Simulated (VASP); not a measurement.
Write the native input for VASP 6.6.1 that does the following.

```yaml
Task: single point
Functional: r2SCAN
Potentials_or_basis: VASP PAW PBE potentials, release 64 (Bi_d)
Cutoff: 520 eV
k_mesh: 11 × 11 × 11
Occupations: fermi-dirac, width 0.1 eV
Spin: no spin polarisation
Dipole_correction: no
Further_INCAR_settings: ALGO = Normal; EDIFF = 1e-06; NBANDS = 14
```

Bi:

```xyz
1
Lattice="3.2082 0.0000 0.0000 0.0000 3.2082 0.0000 0.0000 0.0000 3.2082" Properties=species:S:1:pos:R:3 pbc="T T T"
Bi    0.0000    0.0000    0.0000
```

This isn't the form of Bi at room conditions, which is rhombohedral.

These files were run (other wordings do the same):

POSCAR

```
Bi
1.0
    3.2082225701      0.0000000000      0.0000000000
    0.0000000000      3.2082225701      0.0000000000
    0.0000000000      0.0000000000      3.2082225701
Bi
1
Direct
    0.0000000000      0.0000000000      0.0000000000
```

INCAR.step1

```
SYSTEM = Bi
  PREC = Accurate
  ENCUT = 520
  ISMEAR = -1
  SIGMA = 0.1
  LREAL = .False.
  LASPH = .True.
  NELM = 80
  NBANDS = 14
  GGA = PE
  ALGO = Normal
  EDIFF = 1E-4
  LWAVE = .True.
  LCHARG = .False.
```

INCAR.step2

```
SYSTEM = Bi
  PREC = Accurate
  ENCUT = 520
  EDIFF = 1E-6
  ISMEAR = -1
  SIGMA = 0.1
  LREAL = .False.
  LASPH = .True.
  NELM = 80
  ALGO = Normal
  ISIF = 2
  LWAVE = .False.
  LCHARG = .True.
  METAGGA = R2SCAN
  LMIXTAU = .True.
  LELF = .True.
  LVHAR = .True.
  NBANDS = 14
  ISTART = 1
```

KPOINTS

```
Automatic mesh
0
Gamma
  11 11 11
  0 0 0
```

Potentials or basis: VASP PAW PBE potentials, release 64 (Bi_d).

Launch:

```sh
$ cat potpaw_PBE.64/Bi_d/POTCAR > POTCAR
$ cp INCAR.step1 INCAR
$ mpirun -np 1 vasp_std > vasp.out
$ cp INCAR.step2 INCAR
$ mpirun -np 1 vasp_std > vasp.out
```

Results of the run:

```yaml
Pressure: 2.5 GPa
Band_gap_on_the_k_mesh: zero (an odd number of electrons rules out a gap without spin polarisation)
```

Caveat: the PAW data sets were made with another functional, which shifts forces and pressure a little; spin-orbit coupling is left out, which moves the levels of the heavy elements.

It took 43 s on 1 thread of Intel(R) Xeon(R) 6975P-C (Granite Rapids), with other jobs on the host, peak memory 0.15 GiB.
